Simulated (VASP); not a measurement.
# Nb3Sn (P4_2/mmc) in VASP: notebook

Nb3Sn is run at these levels: PBEsol; tasks: single point.

Everything below comes from runs of VASP 6.6.1. Logs are shortened: lines on timing, memory, paths and dates and some standing lists are left out, and cuts for length are marked.

## 1. The cell of the first run

Symmetry: P4_2/mmc, No. 131, tetragonal system. The conventional cell has a = 5.282 Å, b = 5.282 Å, c = 5.335 Å, α = 90.00°, β = 90.00°, γ = 90.00°. Within 3.9 Å of Sn (site symmetry mmm) lie 12 Nb at 2.96 to 2.97 Å. Nb (site symmetry -4m2) has 10 Nb at 2.67 to 3.23 Å and 4 Sn at 2.96 Å within 3.5 Å. Within 3.4 Å of Nb (site symmetry m2m) lie 10 Nb at 2.59 to 3.28 Å and 4 Sn at 2.96 to 2.97 Å.

## 2. Single point, PBEsol

File INCAR:

```
SYSTEM = Nb3Sn
PREC = Accurate
ENCUT = 590
EDIFF = 1E-6
ISMEAR = -1
SIGMA = 0.05
LREAL = .FALSE.
LASPH = .TRUE.
NELM = 300
ALGO = All
ISIF = 2
LWAVE = .FALSE.
LCHARG = .TRUE.
GGA = PS
LVHAR = .TRUE.
NBANDS = 63
GGA_COMPAT = .FALSE.
ISEARCH = 1
KPAR = 4
```

File KPOINTS:

```
Automatic mesh
0
G
  4 4 4
  0 0 0
```

File POSCAR:

```
Nb3Sn
1.0
    5.2821000000      0.0000000000      0.0000000000
    0.0000000000      5.2821000000      0.0000000000
    0.0000000000      0.0000000000      5.3349210000
Sn Nb
2 6
Direct
    0.5000000000      0.5000000000      0.5000000000
    0.0000000000      0.0000000000      0.0000000000
    0.0000000000      0.5000000000      0.2500000000
    0.0000000000      0.5000000000      0.7500000000
    0.5000000000      0.2552709380      0.0000000000
    0.7552709380      0.0000000000      0.5000000000
    0.5000000000      0.7447290620      0.0000000000
    0.2447290620      0.0000000000      0.5000000000
```

Potentials or basis: VASP PAW PBE potentials, release 64 (Sn_d, Nb_sv).

Launch:

```bash
cat potpaw_PBE.64/Sn_d/POTCAR potpaw_PBE.64/Nb_sv/POTCAR > POTCAR
mpirun -np 4 vasp_std > vasp.out
```

OUTCAR:

```text
SYSTEM = Nb3Sn
   PREC = Accurate
   ENCUT = 590
   EDIFF = 1E-6
   ISMEAR = -1
   LREAL = .FALSE.
   LASPH = .TRUE.
   NELM = 300
   ISIF = 2
   GGA = PS

 ion  position               nearest neighbor table
   1  0.500  0.500  0.500-   3 2.96   4 2.96   3 2.96   4 2.96   5 2.96   7 2.96   5 2.96   7 2.96
                             6 2.97   8 2.97   6 2.97   8 2.97
   2  0.000  0.000  0.000-   3 2.96   4 2.96   3 2.96   4 2.96   6 2.96   8 2.96   6 2.96   8 2.96
                             7 2.97   5 2.97   5 2.97   7 2.97
   3  0.000  0.500  0.250-   4 2.67   4 2.67   1 2.96   2 2.96   2 2.96   1 2.96
   4  0.000  0.500  0.750-   3 2.67   3 2.67   1 2.96   2 2.96   2 2.96   1 2.96
   5  0.500  0.255  0.000-   7 2.59   7 2.70   1 2.96   1 2.96   2 2.97   2 2.97
   6  0.755  0.000  0.500-   8 2.59   8 2.70   2 2.96   2 2.96   1 2.97   1 2.97
   7  0.500  0.745  0.000-   5 2.59   5 2.70   1 2.96   1 2.96   2 2.97   2 2.97
   8  0.245  0.000  0.500-   6 2.59   6 2.70   2 2.96   2 2.96   1 2.97   1 2.97

  LATTYP: Found a simple tetragonal cell.
 ALAT       =     5.2821000000
 C/A-ratio  =     1.0100000000

  Lattice vectors:

 A1 = (   5.2821000000,   0.0000000000,   0.0000000000)
 A2 = (   0.0000000000,   5.2821000000,   0.0000000000)
 A3 = (   0.0000000000,   0.0000000000,   5.3349210000)

Analysis of symmetry for initial positions (statically):
=====================================================================
 Subroutine PRICEL returns:
 Original cell was already a primitive cell.

 Routine SETGRP: Setting up the symmetry group for a
 simple tetragonal supercell.

 Subroutine GETGRP returns: Found 16 space group operations
 (whereof  8 operations were pure point group operations)
 out of a pool of 16 trial point group operations.

The static configuration has the point symmetry D_2h.
 The point group associated with its full space group is D_4h.

Analysis of symmetry for dynamics (positions and initial velocities):
=====================================================================
 Subroutine PRICEL returns:
 Original cell was already a primitive cell.

 Routine SETGRP: Setting up the symmetry group for a
 simple tetragonal supercell.

 Subroutine GETGRP returns: Found 16 space group operations
 (whereof  8 operations were pure point group operations)
 out of a pool of 16 trial point group operations.

The dynamic configuration has the point symmetry D_2h.
 The point group associated with its full space group is D_4h.

 Subroutine INISYM returns: Found 16 space group operations
 (whereof  8 operations are pure point group operations),
 and found     1 'primitive' translations

----------------------------------------------------------------------------------------

                                     Primitive cell

  volume of cell :     148.8474

  direct lattice vectors                    reciprocal lattice vectors
     5.282100000  0.000000000  0.000000000     0.189318642  0.000000000  0.000000000
     0.000000000  5.282100000  0.000000000     0.000000000  0.189318642  0.000000000
     0.000000000  0.000000000  5.334921000     0.000000000  0.000000000  0.187444200

  length of vectors
     5.282100000  5.282100000  5.334921000     0.189318642  0.189318642  0.187444200

  position of ions in fractional coordinates (direct lattice)
     0.500000000  0.500000000  0.500000000
     0.000000000  0.000000000  0.000000000
     0.000000000  0.500000000  0.250000000
     0.000000000  0.500000000  0.750000000
     0.500000000  0.255270938  0.000000000
     0.755270938  0.000000000  0.500000000
     0.500000000  0.744729062  0.000000000
     0.244729062  0.000000000  0.500000000

  ion indices of the primitive-cell ions
   primitive index   ion index
                 1           1
                 2           2
                 3           3
                 4           4
                 5           5
                 6           6
                 7           7
                 8           8

----------------------------------------------------------------------------------------

 KPOINTS: Automatic mesh

Automatic generation of k-mesh.
 Grid dimensions read from file:
 generate k-points for:    4    4    4

 Generating k-lattice:

  Cartesian coordinates                     Fractional coordinates (reciprocal lattice)
     0.047329661  0.000000000  0.000000000     0.250000000  0.000000000  0.000000000
     0.000000000  0.047329661  0.000000000     0.000000000  0.250000000  0.000000000
     0.000000000  0.000000000  0.046861050     0.000000000  0.000000000  0.250000000

  Length of vectors
     0.047329661  0.047329661  0.046861050

  Shift w.r.t. Gamma in fractional coordinates (k-lattice)
     0.000000000  0.000000000  0.000000000

 Subroutine IBZKPT returns following result:
 ===========================================

 Found     18 irreducible k-points:

 Following reciprocal coordinates:
            Coordinates               Weight
  0.000000  0.000000  0.000000      1.000000
  0.250000  0.000000  0.000000      4.000000
  0.500000  0.000000  0.000000      2.000000
  0.250000  0.250000  0.000000      4.000000
  0.500000  0.250000  0.000000      4.000000
  0.500000  0.500000  0.000000      1.000000
[... 10 lines left out ...]
  0.500000  0.250000  0.500000      4.000000
  0.500000  0.500000  0.500000      1.000000
   k-points           NKPTS =     18   k-points in BZ     NKDIM =     18   number of bands    NBANDS=     63
   number of dos      NEDOS =    301   number of ions     NIONS =      8
   total plane-waves  NPLWV =  74088
   dimension x,y,z NGX =    42 NGY =   42 NGZ =   42
   dimension x,y,z NGXF=    84 NGYF=   84 NGZF=   84
   ions per type =               2   6
   NGX,Y,Z   is equivalent  to a cutoff of  13.22, 13.22, 13.09 a.u.
   NGXF,Y,Z  is equivalent  to a cutoff of  26.44, 26.44, 26.18 a.u.
 SYSTEM =  Nb3Sn
   PREC   = accura    normal or accurate (medium, high low for compatibility)
   ISTART =      0    job   : 0-new  1-cont  2-samecut
   ICHARG =      2    charge: 1-file 2-atom 10-const
   ISPIN  =      1    spin polarized calculation?
   LNONCOLLINEAR =      F non collinear calculations
   LSORBIT =      F    spin-orbit coupling
   LASPH  =      T    aspherical Exc in radial PAW
   ENCUT  =  590.0 eV  43.36 Ry    6.59 a.u.  10.46 10.46 10.57*2*pi/ulx,y,z
   NELM   =    300;   NELMIN=  2; NELMDL= -5     # of ELM steps
   EDIFF  = 0.1E-05   stopping-criterion for ELM
   LREAL  =      F    real-space projection
   EDIFFG = 0.1E-04   stopping-criterion for IOM
   NSW    =      0    number of steps for IOM
   IBRION =     -1    ionic relax: 0-MD 1-quasi-New 2-CG
   NFREE  =      0    steps in history (QN), initial steepest desc. (CG)
   ISIF   =      2    stress and relaxation
   ISYM   =      2    0-nonsym 1-usesym 2-fastsym
   POTIM  = 0.5000    time-step for ionic-motion
   TEBEG  =    0.0;   TEEND  =   0.0 temperature during run
   PSTRESS=    0.0 pullay stress
   NELECT =     106.0000    total number of electrons
   NUPDOWN=      -1.0000    fix difference up-down
   EMIN   =  10.00;   EMAX   =-10.00  energy-range for DOS
   EFERMI =   0.00;   METHOD = LEGACY
   ISMEAR =    -1;   SIGMA  =   0.05  broadening in eV -4-tet -1-fermi 0-gaus
   EFERMI_NEDOS =   21; number of points for ismear=-14 and -15
   IALGO  =     58    algorithm
   IMIX   =      4    mixing-type and parameters
     AMIX     =   0.40;   BMIX     =  1.00
     AMIX_MAG =   1.60;   BMIX_MAG =  1.00
  volume/ion in A,a.u.               =      18.61       125.56
  Fermi-wavevector in a.u.,A,eV,Ry     =   1.461941  2.762667 29.079326  2.137270
  Thomas-Fermi vector in A             =   2.578213
   LORBIT       =      0    0 simple, 1 ext, 2 COOP (PROOUT), +10 PAW based schemes
   GGA     = PS    functional components
   LHFCALC =     F    Hartree Fock is set to
   AEXX    =    0.0000 exact exchange contribution
   IVDW    =     0    specifies the selected vdW correction
   LEPSILON=     F    determine dielectric tensor
   LRPA    =     F    only Hartree local field effects (RPA)
 non-spin polarized calculation
  energy-cutoff  :      590.00
  volume of cell :      148.85
 maximum number of plane-waves:      4876
 NGX is ok and might be reduce to    42
   NGX = 21   NGY = 21   NGZ = 21

 number of electron     106.0000019 magnetization

 Free energy of the ion-electron system (eV)
  ---------------------------------------------------
  ext. energy  EPLUGINS =         0.00000000
  ---------------------------------------------------
  free energy    TOTEN  =       -75.97331073 eV

  energy without entropy =      -75.88897348  energy(sigma->0) =      -75.93114210

 E-fermi :  11.1927     XC(G=0): -12.4453

 val. band max:       11.1570161103   @ k =   0.5000   0.2500   0.5000
 cond. band min:      11.2010309365   @ k =   0.0000   0.0000   0.0000
 fundamental gap:      0.0440148262
 Fermi energy:        11.1927209537

 k-point     1 :       0.0000    0.0000    0.0000
  band No.  band energies     occupation
      1     -43.3363      2.00000
      2     -43.2757      2.00000
      3     -43.2522      2.00000
      4     -43.0474      2.00000
      5     -43.0412      2.00000
      6     -43.0412      2.00000
[... 55 lines left out ...]
     62      14.9437      0.00000
     63      14.9731      0.00000

 k-point     2 :       0.2500    0.0000    0.0000
  band No.  band energies     occupation
      1     -43.3192      2.00000
      2     -43.2693      2.00000
      3     -43.2421      2.00000
      4     -43.0766      2.00000
      5     -43.0474      2.00000
      6     -43.0412      2.00000
[... 55 lines left out ...]
     62      14.7274      0.00000
     63      14.7449      0.00000

 k-point     3 :       0.5000    0.0000    0.0000
  band No.  band energies     occupation
      1     -43.2990      2.00000
      2     -43.2797      2.00000
      3     -43.1903      2.00000
      4     -43.1403      2.00000
      5     -43.0474      2.00000
      6     -43.0412      2.00000
[... 979 lines left out ...]
     62      13.6491      0.00000
     63      13.8729      0.00000

 k-point    18 :       0.5000    0.5000    0.5000
  band No.  band energies     occupation
      1     -43.1981      2.00000
      2     -43.1981      2.00000
      3     -43.1611      2.00000
      4     -43.1611      2.00000
      5     -43.1430      2.00000
      6     -43.1430      2.00000
[... 55 lines left out ...]
     62      13.8478      0.00000
     63      13.9512      0.00000

------------------------ aborting loop because EDIFF is reached ----------------------------------------

  FORCE on cell =-STRESS in cart. coord.  units (eV):
  Direction    XX          YY          ZZ          XY          YZ          ZX
  --------------------------------------------------------------------------------------
  -------------------------------------------------------------------------------------
  Total       -4.0754497     -4.0754497     -3.8785702     -0.0000000      0.0000000      0.0000000
  in kB      -43.8677027    -43.8677027    -41.7485129     -0.0000000      0.0000000      0.0000000
  external PRESSURE =     -43.1613061 kB  Pullay stress =       0.0000000 kB

 VOLUME and BASIS-vectors are now :
 -----------------------------------------------------------------------------
  energy-cutoff  :      590.00
  volume of cell :      148.85
      direct lattice vectors                 reciprocal lattice vectors
     5.282100000  0.000000000  0.000000000     0.189318642  0.000000000  0.000000000
     0.000000000  5.282100000  0.000000000     0.000000000  0.189318642  0.000000000
     0.000000000  0.000000000  5.334921000     0.000000000  0.000000000  0.187444200

 POSITION                                       TOTAL-FORCE (eV/Angst)
 -----------------------------------------------------------------------------------
      2.64105      2.64105      2.66746        -0.000000     -0.000000      0.000000
      0.00000      0.00000      0.00000        -0.000000     -0.000000      0.000000
      0.00000      2.64105      1.33373        -0.000000      0.000000      0.000000
      0.00000      2.64105      4.00119        -0.000000     -0.000000     -0.000000
      2.64105      1.34837      0.00000        -0.000000      0.000810     -0.000000
      3.98942      0.00000      2.66746         0.000810      0.000000     -0.000000
      2.64105      3.93373      0.00000        -0.000000     -0.000810      0.000000
      1.29268      0.00000      2.66746        -0.000810     -0.000000      0.000000
 -----------------------------------------------------------------------------------
    total drift:                                0.000000      0.000000     -0.000000

  FREE ENERGIE OF THE ION-ELECTRON SYSTEM (eV)
  ---------------------------------------------------
  free  energy   TOTEN  =       -75.9733107264 eV

  energy  without entropy=      -75.8889771620  energy(sigma->0) =      -75.93114394
```

It took 2 min on 4 MPI ranks of AMD EPYC 7R43 (Zen 3), shared host; peak memory 0.48 GiB.

What came out:

```yaml
Free_energy: -75.9733 eV
Pressure: -4.3 GPa
Band_gap_on_the_k_mesh: zero (bands 53 and 54 overlap by 0.76 eV)
```

Caveat: the cell stands under tension; the PAW data sets were made with another functional, which shifts forces and pressure a little; spin-orbit coupling is left out, which moves the levels of the heavy elements.

## 3. Single point, PBEsol

This run uses another cell than the first one, of 17.68 Å³/atom.

File INCAR:

```
ALGO = All ; EDIFF = 1E-6
ENCUT = 590 ; GGA = PS
GGA_COMPAT = F ; ISEARCH = 1
ISIF = 2 ; ISMEAR = -1
KPAR = 4 ; LASPH = T
LCHARG = F ; LREAL = F
LWAVE = F ; NBANDS = 63
NELM = 300 ; PREC = Accurate
SIGMA = 0.05
```

File KPOINTS:

```
k-points
0
Gamma
  4 4 5
```

File POSCAR:

```
Nb3Sn
1.0
    5.2821000000      0.0000000000      0.0000000000
    0.0000000000      5.2821000000      0.0000000000
    0.0000000000      0.0000000000      5.0708160000
Sn Nb
2 6
Direct
    0.5000000000      0.5000000000      0.5000000000
    0.0000000000      0.0000000000      0.0000000000
    0.0000000000      0.5000000000      0.2500000000
    0.0000000000      0.5000000000      0.7500000000
    0.5000000000      0.2420482977      0.0000000000
    0.7420482977      0.0000000000      0.5000000000
    0.5000000000      0.7579517023      0.0000000000
    0.2579517023      0.0000000000      0.5000000000
```

Potentials or basis: VASP PAW PBE potentials, release 64 (Sn_d, Nb_sv).

Launch:

```bash
cat potpaw_PBE.64/Sn_d/POTCAR potpaw_PBE.64/Nb_sv/POTCAR > POTCAR
mpirun -np 4 vasp_std > vasp.out
```

Wall time 2.2 min (4 MPI ranks of Intel Xeon Platinum 8259CL at 2.50GHz (Skylake/Cascade Lake), shared host); peak memory 0.49 GiB.

Results (log left out):

- Free energy: -75.8477 eV
- Pressure: 5.4 GPa
- Largest force: 0.004 eV/Å
- Band gap on the k mesh: zero (bands 53 and 54 overlap by 0.98 eV)

Forces in eV/Å, atoms in the order of the input:
```
Sn   0.000  0.000  0.000
Sn   0.000  0.000  0.000
Nb   0.000  0.000  0.000
Nb   0.000  0.000  0.000
Nb   0.000  0.004  0.000
Nb   0.004  0.000  0.000
Nb   0.000 -0.004  0.000
Nb  -0.004  0.000  0.000
```

Stress tensor (GPa, compression positive):
```
 2.63  0.00  0.00
 0.00  2.63  0.00
 0.00  0.00 10.87
```

Levels at points of the mesh, in eV from the Fermi level:
```
           k point  band 49  band 50  band 51  band 52  band 53  band 54  band 55  band 56  band 57  band 58
(0.00, 0.00, 0.00)    -1.49    -0.73    -0.50    -0.50    -0.26     0.12     2.47     2.48     2.56     2.74
(0.50, 0.00, 0.00)    -0.98    -0.97    -0.94    -0.83    -0.45    -0.44     1.56     1.68     2.24     2.38
(0.50, 0.50, 0.00)    -0.25    -0.25     0.16     0.16     0.54     0.69     0.69     0.81     0.88     1.10
```

Caveat: the stress differs along the axes, from 3 to 11 GPa; the PAW data sets were made with another functional, which shifts forces and pressure a little; spin-orbit coupling is left out, which moves the levels of the heavy elements.

The gap in the log of VASP goes by the Fermi energy; the results here count the filled bands.